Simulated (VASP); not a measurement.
# Ba (P6_3/mmc) in VASP: further runs, part 2 of 2

VASP 6.6.1.

## Step 4: Single point, PBE (71.39 Å³/atom)

This run uses another cell than the first one, of 71.39 Å³/atom.

Contents of INCAR:

```
SYSTEM = Ba
PREC = Accurate
ENCUT = 520
EDIFF = 1E-6
ISMEAR = -1
SIGMA = 0.1
LREAL = .FALSE.
LASPH = .TRUE.
NELM = 100
ALGO = Normal
ISIF = 2
LWAVE = .FALSE.
LCHARG = .TRUE.
GGA = PE
LELF = .TRUE.
LVHAR = .TRUE.
NBANDS = 17
```

Contents of KPOINTS:

```
regular mesh
0
G
  13 13 7
  0 0 0
```

Contents of POSCAR:

```
Ba
1.0
    4.6508516455      0.0000000000      0.0000000000
   -2.3254258227      4.0277556742      0.0000000000
    0.0000000000      0.0000000000      7.6216596260
Ba
2
Direct
    0.3333333333      0.6666666667      0.2500000000
    0.6666666667      0.3333333333      0.7500000000
```

Potentials or basis: VASP PAW PBE potentials, release 64 (Ba_sv).

Run with:

```bash
$ cat potpaw_PBE.64/Ba_sv/POTCAR > POTCAR
$ mpirun -np 1 vasp_std > vasp.out
```

OUTCAR:

```text
SYSTEM = Ba
   PREC = Accurate
   ENCUT = 520
   EDIFF = 1E-6
   ISMEAR = -1
   LREAL = .FALSE.
   LASPH = .TRUE.
   NELM = 100
   ISIF = 2
   GGA = PE

 ion  position               nearest neighbor table
   1  0.333  0.667  0.250-   2 4.66   2 4.66   2 4.66   2 4.66   2 4.66   2 4.66
   2  0.667  0.333  0.750-   1 4.66   1 4.66   1 4.66   1 4.66   1 4.66   1 4.66

  LATTYP: Found a hexagonal cell.
 ALAT       =     4.6508516455
 C/A-ratio  =     1.6387664469

  Lattice vectors:

 A1 = (   4.6508516455,   0.0000000000,   0.0000000000)
 A2 = (  -2.3254258227,   4.0277556742,   0.0000000000)
 A3 = (   0.0000000000,   0.0000000000,   7.6216596260)

Analysis of symmetry for initial positions (statically):
=====================================================================
 Subroutine PRICEL returns:
 Original cell was already a primitive cell.

 Routine SETGRP: Setting up the symmetry group for a
 hexagonal supercell.

 Subroutine GETGRP returns: Found 24 space group operations
 (whereof 12 operations were pure point group operations)
 out of a pool of 24 trial point group operations.

The static configuration has the point symmetry D_3d.
 The point group associated with its full space group is D_6h.

Analysis of symmetry for dynamics (positions and initial velocities):
=====================================================================
 Subroutine PRICEL returns:
 Original cell was already a primitive cell.

 Routine SETGRP: Setting up the symmetry group for a
 hexagonal supercell.

 Subroutine GETGRP returns: Found 24 space group operations
 (whereof 12 operations were pure point group operations)
 out of a pool of 24 trial point group operations.

[... 107 lines left out ...]
   ISIF   =      2    stress and relaxation
   ISYM   =      2    0-nonsym 1-usesym 2-fastsym
   POTIM  = 0.5000    time-step for ionic-motion
   TEBEG  =    0.0;   TEEND  =   0.0 temperature during run
   PSTRESS=    0.0 pullay stress
   NELECT =      20.0000    total number of electrons
   NUPDOWN=      -1.0000    fix difference up-down
   EMIN   =  10.00;   EMAX   =-10.00  energy-range for DOS
   EFERMI =   0.00;   METHOD = LEGACY
   ISMEAR =    -1;   SIGMA  =   0.10  broadening in eV -4-tet -1-fermi 0-gaus
   EFERMI_NEDOS =   21; number of points for ismear=-14 and -15
   IALGO  =     38    algorithm
   IMIX   =      4    mixing-type and parameters
     AMIX     =   0.40;   BMIX     =  1.00
     AMIX_MAG =   1.60;   BMIX_MAG =  1.00
  volume/ion in A,a.u.               =      71.39       481.74
  Fermi-wavevector in a.u.,A,eV,Ry     =   0.850230  1.606702  9.835531  0.722891
  Thomas-Fermi vector in A             =   1.966175
   LORBIT       =      0    0 simple, 1 ext, 2 COOP (PROOUT), +10 PAW based schemes
   GGA     = PE    functional components
   LHFCALC =     F    Hartree Fock is set to
   AEXX    =    0.0000 exact exchange contribution
   IVDW    =     0    specifies the selected vdW correction
   LEPSILON=     F    determine dielectric tensor
   LRPA    =     F    only Hartree local field effects (RPA)
 non-spin polarized calculation
  energy-cutoff  :      520.00
  volume of cell :      142.77
 maximum number of plane-waves:      3871
 NGX is ok and might be reduce to    36
   NGX = 17   NGY = 17   NGZ = 29

 number of electron      20.0000000 magnetization

 Free energy of the ion-electron system (eV)
  ---------------------------------------------------
  ext. energy  EPLUGINS =         0.00000000
  ---------------------------------------------------
  free energy    TOTEN  =        -3.80762546 eV

  energy without entropy =       -3.68551741  energy(sigma->0) =       -3.74657143

 E-fermi :   1.2795     XC(G=0):  -7.0205

 val. band max:        1.2744516920   @ k =   0.3077   0.3077   0.4286
 cond. band min:       1.2813539216   @ k =   0.3077   0.2308   0.0000
 fundamental gap:      0.0069022296
 Fermi energy:         1.2795421752

 k-point     1 :       0.0000    0.0000    0.0000
  band No.  band energies     occupation
      1     -27.8299      2.00000
      2     -27.8076      2.00000
      3     -13.1391      2.00000
      4     -12.8794      2.00000
      5     -12.8794      2.00000
      6     -12.8393      2.00000
[... 457 lines left out ...]
      4     -12.9273      2.00000
      5     -12.9011      2.00000
      6     -12.8928      2.00000
[... 9 lines left out ...]
     16       3.4479      0.00000
     17       3.6595      0.00000

 [... further k-points ...]
[... 5 lines left out ...]
  --------------------------------------------------------------------------------------
  -------------------------------------------------------------------------------------
  Total       -0.6623671     -0.6623671     -0.6644682     -0.0000000      0.0000000      0.0000000
  in kB       -7.4330009     -7.4330009     -7.4565788     -0.0000000      0.0000000      0.0000000
  external PRESSURE =      -7.4408602 kB  Pullay stress =       0.0000000 kB

 VOLUME and BASIS-vectors are now :
 -----------------------------------------------------------------------------
  energy-cutoff  :      520.00
  volume of cell :      142.77
      direct lattice vectors                 reciprocal lattice vectors
     4.650851646  0.000000000  0.000000000     0.215014384  0.124138612  0.000000000
    -2.325425823  4.027755674  0.000000000     0.000000000  0.248277225  0.000000000
     0.000000000  0.000000000  7.621659626     0.000000000  0.000000000  0.131205020

 POSITION                                       TOTAL-FORCE (eV/Angst)
 -----------------------------------------------------------------------------------
     -0.00000      2.68517      1.90541        -0.000000      0.000000      0.000000
      2.32543      1.34259      5.71624         0.000000     -0.000000      0.000000
 -----------------------------------------------------------------------------------
    total drift:                                0.000000     -0.000000      0.000000

  FREE ENERGIE OF THE ION-ELECTRON SYSTEM (eV)
  ---------------------------------------------------
  free  energy   TOTEN  =        -3.8076254566 eV

  energy  without entropy=       -3.6855174125  energy(sigma->0) =       -3.74657143
```

stdout:

```text
POSCAR found type information on POSCAR Ba
 POSCAR found :  1 types and       2 ions
 scaLAPACK will be used
 LDA part: xc-table for (Slater+PW92), standard interpolation
 POSCAR, INCAR and KPOINTS ok, starting setup
 FFT: planning ... GRIDC
 FFT: planning ... GRID_SOFT
 FFT: planning ... GRID
 WAVECAR not read
 entering main loop
```

Run time: 4.6 min. Hardware: 1 thread of Intel Xeon 8259CL, shared host; peak memory 0.37 GiB.

Results:

* Free energy: -3.8076 eV
* Pressure: -0.7 GPa
* Band gap on the k mesh: zero (bands 10 and 11 overlap by 0.22 eV)

Levels at points of the mesh, in eV from the Fermi level:
```csv
k point,band 6,band 7,band 8,band 9,band 10,band 11,band 12,band 13,band 14,band 15
"(0.00, 0.00, 0.00)",-14.12,-14.12,-14.12,-2.70,-0.91,0.74,1.61,1.64,1.64,2.00
```

Caveat: spin-orbit coupling is left out, which moves the levels of the heavy elements.

## Step 5: Single point, PBE, non-collinear spin, zero start, spin-orbit coupling

This run uses another cell than the first one, of 63.74 Å³/atom.

Contents of INCAR:

```
PREC = Accurate ; ENCUT = 520
EDIFF = 1E-6 ; ISMEAR = -1
SIGMA = 0.1 ; LREAL = False
LASPH = True ; NELM = 150
ALGO = Normal ; ISIF = 2
LWAVE = False ; LCHARG = False
MAGMOM = 0 0 0 0 0 0 ; LORBIT = 11
LSORBIT = True ; GGA_COMPAT = False
LORBMOM = True ; GGA = PE
NBANDS = 32
```

Contents of KPOINTS:

```
regular mesh
0
Gamma
  8 8 5
```

Contents of POSCAR:

```
Ba
1.0
    4.4784371000      0.0000000000      0.0000000000
   -2.2392185500      3.8784402979      0.0000000000
    0.0000000000      0.0000000000      7.3391124540
Ba
2
Direct
    0.3333333333      0.6666666667      0.2500000000
    0.6666666667      0.3333333333      0.7500000000
```

Run with:

```bash
$ cat potpaw_PBE.64/Ba_sv/POTCAR > POTCAR
$ mpirun -np 1 vasp_ncl > vasp.out
```

Run time: 7.5 min. Hardware: 1 thread of Intel Xeon 8259CL, shared host; peak memory 0.61 GiB.

The run converged. Its results:

| Property | Result |
| --- | --- |
| Free energy | -4.2419 eV |
| Pressure | 0.0 GPa |
| Net moment | 0.00 μB per cell |
| Valence electrons inside the program's atomic spheres | Ba 7.89 |

Moments on the atoms (μB; x, y, z):
```
Ba  0.00 0.00 0.00
Ba  0.00 0.00 0.00
```

## Step 6: Overview

```tsv
spin	cell	k mesh	gap on the mesh (eV)	pressure (GPa)
off	a = 4.537, b = 4.537, c = 7.436 Å, angles 90.0, 90.0, 120.0°, 2 atoms	13 × 13 × 7	none	-0.3
off	a = 4.595, b = 4.595, c = 7.530 Å, angles 90.0, 90.0, 120.0°, 2 atoms	13 × 13 × 7	none	-0.5
off	a = 4.651, b = 4.651, c = 7.622 Å, angles 90.0, 90.0, 120.0°, 2 atoms	13 × 13 × 7	none	-0.7
non-collinear, zero start, SOC	a = 4.478, b = 4.478, c = 7.339 Å, angles 90.0, 90.0, 120.0°, 2 atoms	8 × 8 × 5	-	0.0
```

Alike in all rows: task single point; level PBE; potentials or basis VASP PAW PBE potentials, release 64 (Ba_sv); cutoff (eV) 520; smearing fermi-dirac 0.1 eV.

Caveats: spin-orbit coupling is left out, which moves the levels of the heavy elements (at least some runs).

Absolute energies hang on the potentials; compare differences alone.
